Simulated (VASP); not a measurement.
# LiNbO3 (R-3c) in VASP: a series of runs

LiNbO3 is run at these levels: PBE; tasks: single point.

All numbers are computed with VASP 6.6.1; they aren't measurements. Logs are shortened: lines on timing, memory, paths and dates and some standing lists are left out, and cuts for length are marked.

## Step 1: The cell of the first run

The structure is trigonal, space group R-3c (No. 167). The conventional cell has a = 5.223 Å, b = 5.223 Å, c = 13.795 Å, α = 90.00°, β = 90.00°, γ = 120.00°. Within 2.8 Å of Li (site symmetry 32) lie 9 O at 2.09 to 2.80 Å. Within 2.6 Å of Nb (site symmetry -3) lie 6 O at 1.97 Å. Within 2.6 Å of O (site symmetry 2) lie 2 Nb at 1.97 Å and 1 Li at 2.09 Å.

## Step 2: Single point, PBE

Contents of INCAR:

```
ALGO = Normal
EDIFF = 1E-6
ENCUT = 520
GGA = PE
ISIF = 2
ISMEAR = 0
LASPH = T
LCHARG = T
LELF = T
LREAL = F
LVHAR = T
LWAVE = F
NBANDS = 45
NELM = 60
PREC = Accurate
SIGMA = 0.05
```

Contents of KPOINTS:

```
k-points
0
Gamma
  6 6 6
```

Contents of POSCAR:

```
LiNbO3
1.0
    2.6115267350      1.5077656635      4.5984740720
   -2.6115267350      1.5077656635      4.5984740720
    0.0000000000     -3.0155313268      4.5984740721
Li Nb O
2 2 6
Direct
    0.2500000000      0.2500000000      0.2500000000
    0.7500000000      0.7500000000      0.7500000000
    0.0000000000      0.0000000000      0.0000000000
    0.5000000000      0.5000000000      0.5000000000
    0.1494812620      0.3505187380      0.7500000000
    0.7500000000      0.1494812620      0.3505187380
    0.3505187380      0.7500000000      0.1494812620
    0.8505187380      0.6494812620      0.2500000000
    0.2500000000      0.8505187380      0.6494812620
    0.6494812620      0.2500000000      0.8505187380
```

Potentials or basis: VASP PAW PBE potentials, release 64 (Li_sv, Nb_sv, O).

Command:

```sh
$ cat potpaw_PBE.64/Li_sv/POTCAR potpaw_PBE.64/Nb_sv/POTCAR potpaw_PBE.64/O/POTCAR > POTCAR
$ mpirun -np 1 vasp_std > vasp.out
```

OUTCAR:

```text
EDIFF = 1E-6
   ENCUT = 520
   GGA = PE
   ISIF = 2
   ISMEAR = 0
   LASPH = T
   LREAL = F
   NELM = 60
   PREC = Accurate

 ion  position               nearest neighbor table
   1  0.250  0.250  0.250-   9 2.09  10 2.09   8 2.09
   2  0.750  0.750  0.750-   6 2.09   7 2.09   5 2.09
   3  0.000  0.000  0.000-   5 1.97   8 1.97   6 1.97   9 1.97   7 1.97  10 1.97
   4  0.500  0.500  0.500-   5 1.97   8 1.97   7 1.97  10 1.97   9 1.97   6 1.97
   5  0.149  0.351  0.750-   3 1.97   4 1.97   2 2.09
   6  0.750  0.149  0.351-   3 1.97   4 1.97   2 2.09
   7  0.351  0.750  0.149-   4 1.97   3 1.97   2 2.09
   8  0.851  0.649  0.250-   3 1.97   4 1.97   1 2.09
   9  0.250  0.851  0.649-   3 1.97   4 1.97   1 2.09
  10  0.649  0.250  0.851-   4 1.97   3 1.97   1 2.09

  LATTYP: Found a trigonal (rhomboedric) cell.
 ALAT       =     5.4990356404
 COS(alpha) =     0.5489279898

  Lattice vectors:

 A1 = (   2.6115267350,   1.5077656635,   4.5984740720)
 A2 = (  -2.6115267350,   1.5077656635,   4.5984740720)
 A3 = (   0.0000000000,  -3.0155313268,   4.5984740721)

Analysis of symmetry for initial positions (statically):
=====================================================================
 Subroutine PRICEL returns:
 Original cell was already a primitive cell.

 Routine SETGRP: Setting up the symmetry group for a
 trigonal (rhombohedral) supercell.

 Subroutine GETGRP returns: Found 12 space group operations
 (whereof  6 operations were pure point group operations)
 out of a pool of 12 trial point group operations.

The static configuration has the point symmetry S_6 .
 The point group associated with its full space group is D_3d.

Analysis of symmetry for dynamics (positions and initial velocities):
=====================================================================
 Subroutine PRICEL returns:
 Original cell was already a primitive cell.

 Routine SETGRP: Setting up the symmetry group for a
 trigonal (rhombohedral) supercell.

 Subroutine GETGRP returns: Found 12 space group operations
 (whereof  6 operations were pure point group operations)
 out of a pool of 12 trial point group operations.

The dynamic configuration has the point symmetry S_6 .
 The point group associated with its full space group is D_3d.

 Subroutine INISYM returns: Found 12 space group operations
 (whereof  6 operations are pure point group operations),
 and found     1 'primitive' translations

[... 117 lines left out ...]
   ISYM   =      2    0-nonsym 1-usesym 2-fastsym
   POTIM  = 0.5000    time-step for ionic-motion
   TEBEG  =    0.0;   TEEND  =   0.0 temperature during run
   PSTRESS=    0.0 pullay stress
   NELECT =      68.0000    total number of electrons
   NUPDOWN=      -1.0000    fix difference up-down
   EMIN   =  10.00;   EMAX   =-10.00  energy-range for DOS
   EFERMI =   0.00;   METHOD = LEGACY
   ISMEAR =     0;   SIGMA  =   0.05  broadening in eV -4-tet -1-fermi 0-gaus
   EFERMI_NEDOS =   21; number of points for ismear=-14 and -15
   IALGO  =     38    algorithm
   IMIX   =      4    mixing-type and parameters
     AMIX     =   0.40;   BMIX     =  1.00
     AMIX_MAG =   1.60;   BMIX_MAG =  1.00
  volume/ion in A,a.u.               =      10.86        73.31
  Fermi-wavevector in a.u.,A,eV,Ry     =   1.400383  2.646339 26.681995  1.961071
  Thomas-Fermi vector in A             =   2.523349
   LORBIT       =      0    0 simple, 1 ext, 2 COOP (PROOUT), +10 PAW based schemes
   GGA     = PE    functional components
   LHFCALC =     F    Hartree Fock is set to
   AEXX    =    0.0000 exact exchange contribution
   IVDW    =     0    specifies the selected vdW correction
   LEPSILON=     F    determine dielectric tensor
   LRPA    =     F    only Hartree local field effects (RPA)
 non-spin polarized calculation
 Gauss-broadening in eV      SIGMA  =   0.05
  energy-cutoff  :      520.00
  volume of cell :      108.64
 maximum number of plane-waves:      2952
 NGX is ok and might be reduce to    42
   NGX = 21   NGY = 21   NGZ = 21

 number of electron      67.9999987 magnetization

 Free energy of the ion-electron system (eV)
  ---------------------------------------------------
  ext. energy  EPLUGINS =         0.00000000
  ---------------------------------------------------
  free energy    TOTEN  =       -79.54520705 eV

  energy without entropy =      -79.54520705  energy(sigma->0) =      -79.54520705

 E-fermi :   3.8856     XC(G=0): -10.6517

 val. band max:        3.6524742280   @ k =  -0.1667   0.1667   0.0000
 cond. band min:       6.1279249752   @ k =   0.5000   0.5000  -0.0000
 fundamental gap:      2.4754507471
 Fermi energy:         3.8855817307

 k-point     1 :       0.0000    0.0000    0.0000
  band No.  band energies     occupation
      1     -50.7318      2.00000
      2     -50.7168      2.00000
      3     -39.8329      2.00000
      4     -39.8314      2.00000
      5     -27.0104      2.00000
      6     -27.0104      2.00000
[... 1141 lines left out ...]
     44      13.3045      0.00000
     45      13.6162      0.00000

 [... further k-points ...]

------------------------ aborting loop because EDIFF is reached ----------------------------------------

  FORCE on cell =-STRESS in cart. coord.  units (eV):
  Direction    XX          YY          ZZ          XY          YZ          ZX
  --------------------------------------------------------------------------------------
  -------------------------------------------------------------------------------------
  Total        4.8179025      4.8179025      3.3431420      0.0000000     -0.0000000     -0.0000000
  in kB       71.0518302     71.0518302     49.3028569      0.0000000     -0.0000000     -0.0000000
  external PRESSURE =      63.8021725 kB  Pullay stress =       0.0000000 kB

 VOLUME and BASIS-vectors are now :
 -----------------------------------------------------------------------------
  energy-cutoff  :      520.00
  volume of cell :      108.64
      direct lattice vectors                 reciprocal lattice vectors
     2.611526735  1.507765664  4.598474072     0.191458886  0.110538839  0.072487814
    -2.611526735  1.507765664  4.598474072    -0.191458886  0.110538839  0.072487814
     0.000000000 -3.015531327  4.598474072     0.000000000 -0.221077679  0.072487814

 POSITION                                       TOTAL-FORCE (eV/Angst)
 -----------------------------------------------------------------------------------
      0.00000      0.00000      3.44886        -0.000000      0.000000      0.000000
      0.00000      0.00000     10.34657        -0.000000      0.000000      0.000000
      0.00000      0.00000      0.00000        -0.000000      0.000000      0.000000
      0.00000      0.00000      6.89771        -0.000000      0.000000      0.000000
     -0.52501     -1.50777      5.74809        -0.646142      0.000000     -0.000000
      1.56827      0.29921      5.74809         0.323071     -0.559576      0.000000
     -1.04326      1.20856      5.74809         0.323071      0.559576     -0.000000
      0.52501      1.50777      8.04733         0.646142      0.000000     -0.000000
     -1.56827     -0.29921      8.04733        -0.323071      0.559576     -0.000000
      1.04326     -1.20856      8.04733        -0.323071     -0.559576      0.000000
 -----------------------------------------------------------------------------------
    total drift:                                0.000000     -0.000000     -0.000000

  FREE ENERGIE OF THE ION-ELECTRON SYSTEM (eV)
  ---------------------------------------------------
  free  energy   TOTEN  =       -79.5452070492 eV

  energy  without entropy=      -79.5452070492  energy(sigma->0) =      -79.54520705
```

OSZICAR:

```text
N       E                     dE             d eps       ncg     rms          rms(c)
DAV:   1     0.730313422917E+03    0.73031E+03   -0.36878E+04  2880   0.159E+03
DAV:   2    -0.295190600714E+02   -0.75983E+03   -0.73169E+03  3693   0.541E+02
DAV:   3    -0.916988533475E+02   -0.62180E+02   -0.61637E+02  4200   0.144E+02
DAV:   4    -0.969992802956E+02   -0.53004E+01   -0.52816E+01  5224   0.386E+01
DAV:   5    -0.972545726861E+02   -0.25529E+00   -0.25515E+00  4352   0.599E+00    0.274E+01
DAV:   6    -0.794513100921E+02    0.17803E+02   -0.80099E+01  4184   0.522E+01    0.900E+00
DAV:   7    -0.795204400748E+02   -0.69130E-01   -0.71819E+00  4814   0.141E+01    0.545E+00
DAV:   8    -0.795284578235E+02   -0.80177E-02   -0.65097E-01  4528   0.522E+00    0.158E+00
DAV:   9    -0.795395842927E+02   -0.11126E-01   -0.62202E-02  4435   0.164E+00    0.803E-01
DAV:  10    -0.795451165855E+02   -0.55323E-02   -0.19297E-02  3744   0.944E-01    0.110E-01
DAV:  11    -0.795451769135E+02   -0.60328E-04   -0.17895E-03  4424   0.236E-01    0.565E-02
DAV:  12    -0.795452004087E+02   -0.23495E-04   -0.24495E-04  4224   0.109E-01    0.236E-02
DAV:  13    -0.795452086603E+02   -0.82516E-05   -0.29721E-05  4299   0.302E-02    0.672E-03
DAV:  14    -0.795452071828E+02    0.14774E-05   -0.45422E-06  3104   0.130E-02    0.132E-03
DAV:  15    -0.795452070492E+02    0.13363E-06   -0.34819E-07  1915   0.480E-03
   1 F= -.79545207E+02 E0= -.79545207E+02  d E =-.285847E-12
```

stdout:

```text
POSCAR found type information on POSCAR LiNbO
 POSCAR found :  3 types and      10 ions
 scaLAPACK will be used
 LDA part: xc-table for (Slater+PW92), standard interpolation
 POSCAR, INCAR and KPOINTS ok, starting setup
 FFT: planning ... GRIDC
 FFT: planning ... GRID_SOFT
 FFT: planning ... GRID
 WAVECAR not read
 entering main loop
```

Wall time 2.2 min (1 thread of Intel Xeon 6975P-C (Granite Rapids), shared host); peak memory 0.32 GiB.

Results:

```
Free energy            : -79.5452 eV
Largest force          : 0.646 eV/Å
Band gap on the k mesh : 2.48 eV (least direct gap 2.59 eV)
```

Forces on the atoms (eV/Å):
```
Li   0.000  0.000  0.000
Li   0.000  0.000  0.000
Nb   0.000  0.000  0.000
Nb   0.000  0.000  0.000
O   -0.646  0.000  0.000
O    0.323 -0.560  0.000
O    0.323  0.560  0.000
O    0.646  0.000  0.000
O   -0.323  0.560  0.000
O   -0.323 -0.560  0.000
```

Caveat: the cutoff is under 1.25 times the usual one of these potentials, so pressure, stress and relaxed cells hold a basis-set (Pulay) error.

(Part 1 of 2 ends here.)
